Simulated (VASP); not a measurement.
A run of VASP 6.6.1:

INCAR

```
  ALGO = Normal
  EDIFF = 1E-6
  ENCUT = 600
  GGA = PS
  GGA_COMPAT = False
  ISIF = 2
  ISMEAR = -1
  ISPIN = 2
  IVDW = 13
  LASPH = True
  LCHARG = False
  LMAXMIX = 4
  LORBIT = 11
  LREAL = False
  LWAVE = False
  MAGMOM = 2 2 0 0 0 0
  NBANDS = 38
  NELM = 200
  PREC = Accurate
  SIGMA = 0.05
```

File KPOINTS:

```
k-points
0
Gamma
  6 6 9
```

File POSCAR:

```
VO2
1.0
    4.5208599499      0.0000000000      0.0000000000
    0.0000000000      4.5208599499      0.0000000000
    0.0000000000      0.0000000000      2.7942218935
V O
2 4
Direct
    0.5000000000      0.5000000000      0.5000000000
    0.0000000000      0.0000000000      0.0000000000
    0.2012477500      0.7987522500      0.5000000000
    0.7987522500      0.2012477500      0.5000000000
    0.7012477500      0.7012477500      0.0000000000
    0.2987522500      0.2987522500      0.0000000000
```

Potentials or basis: VASP PAW PBE potentials, release 64 (V_sv, O).

The run is started by

```console
$ cat potpaw_PBE.64/V_sv/POTCAR potpaw_PBE.64/O/POTCAR > POTCAR
$ mpirun -np 1 vasp_std > vasp.out
```

Hardware: 1 thread of Oxide Virtual Turin-like Processor (shared host).

Problem. Estimate the wall time of this run.

Solution. Wall time 6 min on 1 thread of Oxide Virtual Turin-like Processor, with other jobs on the host, peak memory 0.28 GiB. Counts: scf iterations 17, k points 50.
